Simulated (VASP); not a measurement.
Here is a VASP 6.6.1 calculation.

Contents of INCAR:

```
PREC     = Accurate       # precision mode
ENCUT    = 520            # plane-wave cutoff, eV
EDIFF    = 1E-7           # SCF threshold, eV
ISMEAR   = -1             # smearing method
SIGMA    = 0.05           # smearing width, eV
LREAL    = False          # projectors in reciprocal space
LASPH    = True           # aspherical terms in the spheres
NELM     = 80             # most SCF steps
ALGO     = Normal         # electronic algorithm
ISIF     = 2              # what is computed and relaxed
LWAVE    = False          # write WAVECAR
LCHARG   = False          # write CHGCAR
GGA      = PE             # functional
NBANDS   = 26             # bands
```

The input KPOINTS:

```
Automatic mesh
0
Gamma
  7 7 5
```

POSCAR

```
GaCuSe2
1.0
    3.8240850643      0.0000000000      0.0000000000
    0.0000000000      3.8240850643      0.0000000000
    0.0000000000      0.0000000000      5.3351869861
Se Ga Cu
2 1 1
Direct
    0.5000000000      0.5000000000      0.0000000000
    0.0000000000      0.0000000000      0.5000000000
    0.5000000000      0.5000000000      0.5000000000
    0.0000000000      0.0000000000      0.0000000000
```

Potentials or basis: VASP PAW PBE potentials, release 64 (Se, Ga_d, Cu).

Launch:

```sh
$ cat potpaw_PBE.64/Se/POTCAR potpaw_PBE.64/Ga_d/POTCAR potpaw_PBE.64/Cu/POTCAR > POTCAR
$ mpirun -np 1 vasp_std > vasp.out
```

(1) What does it give for the pressure?

(2) Estimate the band gap on the k mesh.

## Answers

(1) -2.4 GPa.

(2) zero (band 18 reaches 5.29 eV, above the bottom of band 19 at 3.24 eV).
